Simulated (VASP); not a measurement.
# NiO (Fm-3m) in VASP: a series of runs

The runs below take NiO through single point, with PBE.

Program: VASP 6.6.1. These are calculated values, not measurements. Logs are shortened: lines on timing, memory, paths and dates and some standing lists are left out, and cuts for length are marked.

### Step 1. The cell of the first run

Symmetry: Fm-3m, No. 225, cubic system. Conventional cell: a = 4.265 Å, b = 4.265 Å, c = 4.265 Å, α = 90.00°, β = 90.00°, γ = 90.00°. Ni (site symmetry m-3m) has 6 O at 2.13 Å within 2.8 Å. O (site symmetry m-3m) has 6 Ni at 2.13 Å within 2.8 Å.

### Step 2. Single point, PBE, collinear spin, ferromagnetic start (volume scaled by 1.06)

The input, INCAR:

```
SYSTEM = NiO
  PREC = Accurate
  ENCUT = 520
  EDIFF = 1E-6
  ISMEAR = -1
  SIGMA = 0.05
  LREAL = .False.
  LASPH = .True.
  NELM = 150
  ALGO = Normal
  ISIF = 2
  LWAVE = .False.
  LCHARG = .True.
  ISPIN = 2
  MAGMOM = 2 0
  LORBIT = 11
  LMAXMIX = 4
  GGA = PE
  LELF = .True.
  LVHAR = .True.
  NBANDS = 19
```

The input, KPOINTS:

```
regular mesh
0
Gamma
  11 11 11
  0 0 0
```

The input, POSCAR:

```
NiO
1.0
    0.0000000000      2.1323259920      2.1323259920
    2.1323259920      0.0000000000      2.1323259920
    2.1323259920      2.1323259920      0.0000000000
Ni O
1 1
Direct
    0.0000000000      0.0000000000      0.0000000000
    0.5000000000      0.5000000000      0.5000000000
```

Potentials or basis: VASP PAW PBE potentials, release 64 (Ni, O).

Run with:

```console
$ cat potpaw_PBE.64/Ni/POTCAR potpaw_PBE.64/O/POTCAR > POTCAR
$ mpirun -np 1 vasp_std > vasp.out
```

OUTCAR:

```text
SYSTEM = NiO
   PREC = Accurate
   ENCUT = 520
   EDIFF = 1E-6
   ISMEAR = -1
   LREAL = .False.
   LASPH = .True.
   NELM = 150
   ISIF = 2
   ISPIN = 2
   LORBIT = 11
   GGA = PE

 ion  position               nearest neighbor table
   1  0.000  0.000  0.000-   2 2.13   2 2.13   2 2.13   2 2.13   2 2.13   2 2.13
   2  0.500  0.500  0.500-   1 2.13   1 2.13   1 2.13   1 2.13   1 2.13   1 2.13

  LATTYP: Found a face centered cubic cell.
 ALAT       =     4.2646519840

  Lattice vectors:

 A1 = (   0.0000000000,   2.1323259920,   2.1323259920)
 A2 = (   2.1323259920,   0.0000000000,   2.1323259920)
 A3 = (   2.1323259920,   2.1323259920,   0.0000000000)

Analysis of symmetry for initial positions (statically):
=====================================================================
 Subroutine PRICEL returns:
 Original cell was already a primitive cell.

 Routine SETGRP: Setting up the symmetry group for a
 face centered cubic supercell.

 Subroutine GETGRP returns: Found 48 space group operations
 (whereof 48 operations were pure point group operations)
 out of a pool of 48 trial point group operations.

The static configuration has the point symmetry O_h .

Analysis of symmetry for dynamics (positions and initial velocities):
=====================================================================
 Subroutine PRICEL returns:
 Original cell was already a primitive cell.

 Routine SETGRP: Setting up the symmetry group for a
 face centered cubic supercell.

 Subroutine GETGRP returns: Found 48 space group operations
 (whereof 48 operations were pure point group operations)
 out of a pool of 48 trial point group operations.

The dynamic configuration has the point symmetry O_h .

Analysis of structural, dynamic, and magnetic symmetry:
=====================================================================
 Subroutine PRICEL returns:
 Original cell was already a primitive cell.

 Routine SETGRP: Setting up the symmetry group for a
 face centered cubic supercell.

 Subroutine GETGRP returns: Found 48 space group operations
 (whereof 48 operations were pure point group operations)
 out of a pool of 48 trial point group operations.

The overall configuration has the point symmetry O_h .

 Subroutine INISYM returns: Found 48 space group operations
 (whereof 48 operations are pure point group operations),
 and found     1 'primitive' translations

----------------------------------------------------------------------------------------

                                     Primitive cell

  volume of cell :      19.3906

  direct lattice vectors                    reciprocal lattice vectors
     0.000000000  2.132325992  2.132325992    -0.234485722  0.234485722  0.234485722
     2.132325992  0.000000000  2.132325992     0.234485722 -0.234485722  0.234485722
     2.132325992  2.132325992  0.000000000     0.234485722  0.234485722 -0.234485722

  length of vectors
     3.015564337  3.015564337  3.015564337     0.406141184  0.406141184  0.406141184

  position of ions in fractional coordinates (direct lattice)
     0.000000000  0.000000000  0.000000000
     0.500000000  0.500000000  0.500000000

  ion indices of the primitive-cell ions
   primitive index   ion index
                 1           1
                 2           2

----------------------------------------------------------------------------------------

 KPOINTS: regular mesh

Automatic generation of k-mesh.
 Grid dimensions read from file:
 generate k-points for:   11   11   11

 Generating k-lattice:

  Cartesian coordinates                     Fractional coordinates (reciprocal lattice)
    -0.021316884  0.021316884  0.021316884     0.090909091  0.000000000  0.000000000
     0.021316884 -0.021316884  0.021316884     0.000000000  0.090909091  0.000000000
     0.021316884  0.021316884 -0.021316884     0.000000000  0.000000000  0.090909091

  Length of vectors
     0.036921926  0.036921926  0.036921926

  Shift w.r.t. Gamma in fractional coordinates (k-lattice)
     0.000000000  0.000000000  0.000000000

 Subroutine IBZKPT returns following result:
 ===========================================

 Found     56 irreducible k-points:

 Following reciprocal coordinates:
            Coordinates               Weight
  0.000000  0.000000  0.000000      1.000000
  0.090909  0.000000  0.000000      8.000000
  0.181818  0.000000  0.000000      8.000000
  0.272727  0.000000  0.000000      8.000000
  0.363636  0.000000  0.000000      8.000000
  0.454545  0.000000  0.000000      8.000000
[... 16 lines left out ...]
 -0.272727  0.181818  0.000000     24.000000
 -0.181818  0.181818  0.000000     12.000000
 [... further k-points ...]
   k-points           NKPTS =     56   k-points in BZ     NKDIM =     56   number of bands    NBANDS=     19
   number of dos      NEDOS =    301   number of ions     NIONS =      2
   total plane-waves  NPLWV =  13824
   dimension x,y,z NGX =    24 NGY =   24 NGZ =   24
   dimension x,y,z NGXF=    48 NGYF=   48 NGZF=   48
   ions per type =               1   1
   NGX,Y,Z   is equivalent  to a cutoff of  13.23, 13.23, 13.23 a.u.
   NGXF,Y,Z  is equivalent  to a cutoff of  26.46, 26.46, 26.46 a.u.
 SYSTEM =  NiO
   PREC   = accura    normal or accurate (medium, high low for compatibility)
   ISTART =      0    job   : 0-new  1-cont  2-samecut
   ICHARG =      2    charge: 1-file 2-atom 10-const
   ISPIN  =      2    spin polarized calculation?
   LNONCOLLINEAR =      F non collinear calculations
   LSORBIT =      F    spin-orbit coupling
   LASPH  =      T    aspherical Exc in radial PAW
   ENCUT  =  520.0 eV  38.22 Ry    6.18 a.u.   5.61  5.61  5.61*2*pi/ulx,y,z
   NELM   =    150;   NELMIN=  2; NELMDL= -5     # of ELM steps
   EDIFF  = 0.1E-05   stopping-criterion for ELM
   LREAL  =      F    real-space projection
   EDIFFG = 0.1E-04   stopping-criterion for IOM
   NSW    =      0    number of steps for IOM
   IBRION =     -1    ionic relax: 0-MD 1-quasi-New 2-CG
   NFREE  =      0    steps in history (QN), initial steepest desc. (CG)
   ISIF   =      2    stress and relaxation
   ISYM   =      2    0-nonsym 1-usesym 2-fastsym
   POTIM  = 0.5000    time-step for ionic-motion
   TEBEG  =    0.0;   TEEND  =   0.0 temperature during run
   PSTRESS=    0.0 pullay stress
   NELECT =      16.0000    total number of electrons
   NUPDOWN=      -1.0000    fix difference up-down
   EMIN   =  10.00;   EMAX   =-10.00  energy-range for DOS
   EFERMI =   0.00;   METHOD = LEGACY
   ISMEAR =    -1;   SIGMA  =   0.05  broadening in eV -4-tet -1-fermi 0-gaus
   EFERMI_NEDOS =   21; number of points for ismear=-14 and -15
   IALGO  =     38    algorithm
   IMIX   =      4    mixing-type and parameters
     AMIX     =   0.40;   BMIX     =  1.00
     AMIX_MAG =   1.60;   BMIX_MAG =  1.00
  volume/ion in A,a.u.               =       9.70        65.43
  Fermi-wavevector in a.u.,A,eV,Ry     =   1.535505  2.901684 32.079483  2.357776
  Thomas-Fermi vector in A             =   2.642284
   LORBIT       =     11    0 simple, 1 ext, 2 COOP (PROOUT), +10 PAW based schemes
   GGA     = PE    functional components
   LHFCALC =     F    Hartree Fock is set to
   AEXX    =    0.0000 exact exchange contribution
   IVDW    =     0    specifies the selected vdW correction
   LEPSILON=     F    determine dielectric tensor
   LRPA    =     F    only Hartree local field effects (RPA)
 spin polarized calculation
  energy-cutoff  :      520.00
  volume of cell :       19.39
 maximum number of plane-waves:       534
   NGX = 11   NGY = 11   NGZ = 11

 number of electron      16.0000010 magnetization       1.8451174

 Free energy of the ion-electron system (eV)
  ---------------------------------------------------
  ext. energy  EPLUGINS =         0.00000000
  ---------------------------------------------------
  free energy    TOTEN  =       -11.47134602 eV

  energy without entropy =      -11.46337798  energy(sigma->0) =      -11.46736200

 E-fermi :   6.9588     XC(G=0): -12.3162

 val. band max:        6.9436840549   @ k =   0.1818   0.0909   0.0000
 cond. band min:       6.9594869636   @ k =  -0.3636   0.1818   0.0000
 fundamental gap:      0.0158029087
 Fermi energy:         6.9588009738

 spin component 1

 k-point     1 :       0.0000    0.0000    0.0000
  band No.  band energies     occupation
      1     -12.7717      1.00000
      2       3.8698      1.00000
      3       3.8699      1.00000
      4       4.2825      1.00000
      5       4.2825      1.00000
      6       4.2825      1.00000
[... 11 lines left out ...]
     18      32.1389      0.00000
     19      32.1390      0.00000

 k-point     2 :       0.0909    0.0000    0.0000
  band No.  band energies     occupation
      1     -12.6884      1.00000
      2       3.3021      1.00000
      3       3.3021      1.00000
      4       3.4575      1.00000
      5       4.4128      1.00000
      6       4.4129      1.00000
[... 11 lines left out ...]
     18      33.3425      0.00000
     19      33.3426      0.00000

 k-point     3 :       0.1818    0.0000    0.0000
  band No.  band energies     occupation
      1     -12.4557      1.00000
      2       2.2008      1.00000
      3       2.6322      1.00000
      4       2.6322      1.00000
      5       4.5517      1.00000
      6       4.5517      1.00000
[... 11 lines left out ...]
     18      35.5053      0.00000
     19      35.5053      0.00000

 k-point     4 :       0.2727    0.0000    0.0000
  band No.  band energies     occupation
      1     -12.1287      1.00000
      2       0.9638      1.00000
      3       2.0805      1.00000
      4       2.0805      1.00000
      5       4.7349      1.00000
      6       4.7350      1.00000
[... 407 lines left out ...]
     18      36.6250      0.00000
     19      37.3151      0.00000

 k-point    23 :      -0.2727    0.1818    0.0000
  band No.  band energies     occupation
      1     -11.7675      1.00000
      2       0.2849      1.00000
      3       1.6113      1.00000
      4       2.0197      1.00000
      5       4.5982      1.00000
      6       4.8648      1.00000
[... 11 lines left out ...]
     18      36.8283      0.00000
     19      37.9552      0.00000

 k-point    24 :      -0.1818    0.1818    0.0000
  band No.  band energies     occupation
      1     -12.0426      1.00000
      2       0.8350      1.00000
      3       1.8397      1.00000
      4       2.5560      1.00000
      5       4.4188      1.00000
      6       4.7262      1.00000
[... 11 lines left out ...]
     18      36.9164      0.00000
     19      37.9343      0.00000

 [... further k-points ...]

 spin component 2

 k-point     1 :       0.0000    0.0000    0.0000
  band No.  band energies     occupation
      1     -12.2984      1.00000
      2       4.8228      1.00000
      3       4.8228      1.00000
      4       4.8228      1.00000
      5       5.2864      1.00000
      6       5.2867      1.00000
[... 11 lines left out ...]
     18      32.7470      0.00000
     19      32.7472      0.00000

 k-point     2 :       0.0909    0.0000    0.0000
  band No.  band energies     occupation
      1     -12.2122      1.00000
      2       4.0112      1.00000
      3       4.4424      1.00000
      4       4.4424      1.00000
      5       5.4076      1.00000
      6       5.4078      1.00000
[... 11 lines left out ...]
     18      33.9414      0.00000
     19      33.9416      0.00000

 k-point     3 :       0.1818    0.0000    0.0000
  band No.  band energies     occupation
      1     -11.9712      1.00000
      2       2.6945      1.00000
      3       3.8313      1.00000
      4       3.8315      1.00000
      5       5.5808      1.00000
      6       5.5810      1.00000
[... 11 lines left out ...]
     18      36.1089      0.00000
     19      36.1091      0.00000

 k-point     4 :       0.2727    0.0000    0.0000
  band No.  band energies     occupation
      1     -11.6315      1.00000
      2       1.4115      1.00000
      3       3.2864      1.00000
      4       3.2865      1.00000
      5       5.7787      1.00000
      6       5.7789      1.00000
[... 407 lines left out ...]
     18      36.9874      0.00000
     19      37.8094      0.00000

 k-point    23 :      -0.2727    0.1818    0.0000
  band No.  band energies     occupation
      1     -11.2504      1.00000
      2       0.8120      1.00000
      3       2.6415      1.00000
      4       2.8765      1.00000
      5       5.7679      1.00000
      6       6.1783      1.00000
[... 11 lines left out ...]
     18      37.2583      0.00000
     19      38.5185      0.00000

 k-point    24 :      -0.1818    0.1818    0.0000
  band No.  band energies     occupation
      1     -11.5398      1.00000
      2       1.4299      1.00000
      3       3.0977      1.00000
      4       3.1409      1.00000
      5       5.6035      1.00000
      6       6.1047      1.00000
[... 11 lines left out ...]
     18      37.3359      0.00000
     19      38.1948      0.00000

 [... further k-points ...]
[... 5 lines left out ...]
  --------------------------------------------------------------------------------------
  -------------------------------------------------------------------------------------
  Total       -0.7008387     -0.7008387     -0.7008387      0.0000000     -0.0000000      0.0000000
  in kB      -57.9079052    -57.9079052    -57.9079052      0.0000000     -0.0000000      0.0000000
  external PRESSURE =     -57.9079052 kB  Pullay stress =       0.0000000 kB

 VOLUME and BASIS-vectors are now :
 -----------------------------------------------------------------------------
  energy-cutoff  :      520.00
  volume of cell :       19.39
      direct lattice vectors                 reciprocal lattice vectors
     0.000000000  2.132325992  2.132325992    -0.234485722  0.234485722  0.234485722
     2.132325992  0.000000000  2.132325992     0.234485722 -0.234485722  0.234485722
     2.132325992  2.132325992  0.000000000     0.234485722  0.234485722 -0.234485722

 POSITION                                       TOTAL-FORCE (eV/Angst)
 -----------------------------------------------------------------------------------
      0.00000      0.00000      0.00000         0.000000     -0.000000      0.000000
      2.13233      2.13233      2.13233        -0.000000      0.000000      0.000000
 -----------------------------------------------------------------------------------
    total drift:                                0.000000     -0.000000     -0.000000

  FREE ENERGIE OF THE ION-ELECTRON SYSTEM (eV)
  ---------------------------------------------------
  free  energy   TOTEN  =       -11.4713460153 eV

  energy  without entropy=      -11.4633779819  energy(sigma->0) =      -11.46736200

 total charge

# of ion       s       p       d       tot
------------------------------------------
    1        0.314   0.360   8.199   8.873
    2        1.556   3.395   0.000   4.952
--------------------------------------------------
tot          1.870   3.755   8.199  13.825

 magnetization (x)

# of ion       s       p       d       tot
------------------------------------------
    1        0.011   0.014   1.484   1.509
    2        0.026   0.262   0.000   0.288
--------------------------------------------------
tot          0.037   0.276   1.484   1.797
```

It took 30 s on 1 thread of Intel Xeon Platinum 8559C (Emerald Rapids), shared host; peak memory 0.16 GiB.

Results:

| Property | Result |
| --- | --- |
| Free energy | -11.4713 eV |
| Pressure | -5.8 GPa |
| Net moment | 1.85 μB per cell |
| Site moments | Ni +1.51; O +0.29 μB |
| Valence electrons inside the program's atomic spheres | Ni 8.87; O 4.95 |

Caveat: the cell differs from its parent crystal (volume scaled by 1.06); a cell with one magnetic atom can't hold antiferromagnetic order, which such compounds often take; semilocal functionals often make such compounds metallic where correlation or magnetic order opens a gap, which also shifts bond lengths.

### Step 3. Single point, PBE, collinear spin, ferromagnetic start

This run uses another cell than the first one, of 9.15 Å³/atom, 0.943 times its volume.

The input, INCAR:

```
SYSTEM = NiO
  ALGO = Normal
  EDIFF = 1E-6
  ENCUT = 600
  GGA = PE
  GGA_COMPAT = .False.
  ISIF = 2
  ISMEAR = -1
  ISPIN = 2
  LASPH = .True.
  LCHARG = .False.
  LMAXMIX = 4
  LORBIT = 11
  LREAL = .False.
  LWAVE = .False.
  MAGMOM = 1 0
  NBANDS = 23
  NELM = 200
  PREC = Accurate
  SIGMA = 0.05
```

The input, KPOINTS:

```
k-points
0
Gamma
  6 6 6
  0 0 0
```

The input, POSCAR:

```
NiO
1.0
    0.0000000000      2.0913095100      2.0913095100
    2.0913095100      0.0000000000      2.0913095100
    2.0913095100      2.0913095100      0.0000000000
Ni O
1 1
Direct
    0.0000000000      0.0000000000      0.0000000000
    0.5000000000      0.5000000000      0.5000000000
```

Potentials or basis: VASP PAW PBE potentials, release 64 (Ni_sv_GW, O).

Run with:

```console
$ cat potpaw_PBE.64/Ni_sv_GW/POTCAR potpaw_PBE.64/O/POTCAR > POTCAR
$ mpirun -np 1 vasp_std > vasp.out
```

Run time: 17 s. Hardware: 1 thread of Intel Xeon Platinum 8488C (Sapphire Rapids), shared host; peak memory 0.16 GiB.

It converged, with:

```
Free energy                                           : -12.4371 eV
Pressure                                              : 1.3 GPa
Net moment                                            : 1.74 μB per cell
Site moments                                          : Ni +1.44; O +0.26 μB
Valence electrons inside the program's atomic spheres : Ni 16.17; O 4.98
```

Levels at points of the mesh, in eV from the Fermi level:
Spin up:
```
           k point  band 11  band 12  band 13  band 14  band 15  band 16
(0.00, 0.00, 0.00)    -2.71    -2.71    -2.71     1.35    17.64    18.69
(0.50, 0.00, 0.00)    -1.49     0.19     0.19     5.43     9.78    13.84
(0.50, 0.50, 0.00)    -2.32    -1.70    -1.70     5.94    10.39    12.06
```
Spin down:
| k point | band 9 | band 10 | band 11 | band 12 | band 13 | band 14 |
| --- | --- | --- | --- | --- | --- | --- |
| (0.00, 0.00, 0.00) | -1.91 | -1.91 | -1.91 | -0.64 | -0.64 | 1.70 |
| (0.50, 0.00, 0.00) | -1.01 | -1.01 | -0.65 | 2.15 | 2.15 | 5.61 |
| (0.50, 0.50, 0.00) | -2.89 | -0.82 | -0.82 | -0.21 | 0.32 | 6.39 |

Caveat: the k points lie up to 0.43 Å⁻¹ apart; a cell with one magnetic atom can't hold antiferromagnetic order, which such compounds often take; semilocal functionals often make such compounds metallic where correlation or magnetic order opens a gap, which also shifts bond lengths. With open d or f shells a metallic result of PBE can be an artefact of self-interaction; +U or a hybrid may open a gap.
